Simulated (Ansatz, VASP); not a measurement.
**Sb3S: VASP beside Ansatz**

Contents of INCAR:

```
SYSTEM = Sb3S
PREC = Accurate
ENCUT = 600
EDIFF = 1E-6
ISMEAR = 0
SIGMA = 0.1
LREAL = .FALSE.
LASPH = .TRUE.
NELM = 60
ALGO = Normal
ISIF = 3
LWAVE = .FALSE.
LCHARG = .FALSE.
GGA = PE
IBRION = 2
NSW = 100
EDIFFG = -0.01
```

KPOINTS

```
Automatic mesh
0
G
  10 10 10
  0 0 0
```

The input POSCAR:

```
Sb3S
1.0
    4.6764806029      0.0000000000      0.0000000000
    0.0000000000      4.6764806029      0.0000000000
    0.0000000000      0.0000000000      4.6764806029
Sb S
3 1
Direct
    0.0000000000      0.5000000000      0.5000000000
    0.5000000000      0.0000000000      0.5000000000
    0.5000000000      0.5000000000      0.0000000000
    0.0000000000      0.0000000000      0.0000000000
```

Input for Ansatz:

```yaml
crystal:
  lattice:
    - [4.6764806029, 0.0, 0.0]
    - [0.0, 4.6764806029, 0.0]
    - [0.0, 0.0, 4.6764806029]
  atoms:
    - { symbol: Sb, position: [0.0, 0.5, 0.5] }
    - { symbol: Sb, position: [0.5, 0.0, 0.5] }
    - { symbol: Sb, position: [0.5, 0.5, 0.0] }
    - { symbol: S, position: [0.0, 0.0, 0.0] }
basis:
  ecutwfc: 420
kpoints:
  mp_grid: { grid: [10, 10, 10] }
hamiltonian:
  xc: pbe
scf:
  occupations: { method: gaussian, width: 0.1 }
output:
  forces: true
  stress: true
  eigenvalues: true
relax:
  adjacent_minimum: "off"
  f_tol: 0.01
  max_steps: 80
  cell: { stress_tol: 0.05 }
```

Alike in both runs: task relaxation of cell and atoms; functional PBE; k mesh 10 × 10 × 10; occupations gaussian, width 0.1 eV; no spin polarisation.

|  | VASP | Ansatz |
| --- | --- | --- |
| version | VASP 6.6.1 | Ansatz 0.2.0 |
| potentials or method | VASP PAW PBE potentials, release 64 (Sb, S), cutoff 600 eV | scalar-relativistic, plane waves, PAW |
| valence electrons in the cell | 21 | 51 |

```tsv
	VASP	Ansatz	Ansatz less VASP
gap on the k mesh at the Fermi level, each at its own relaxed structure (eV)	none	none	-
relaxed volume (Å³/atom)	24.57	24.64	+0.073
relaxed cell length with the largest relative difference (Å)	4.615	4.619	+0.0046
```

A gap of «none» marks a metal or a gap that the smearing closes. VASP's potentials hold 21 valence electrons a cell and Ansatz's 51, so a difference there can come from the potentials and not from the codes.

Neither program's run includes spin-orbit coupling.
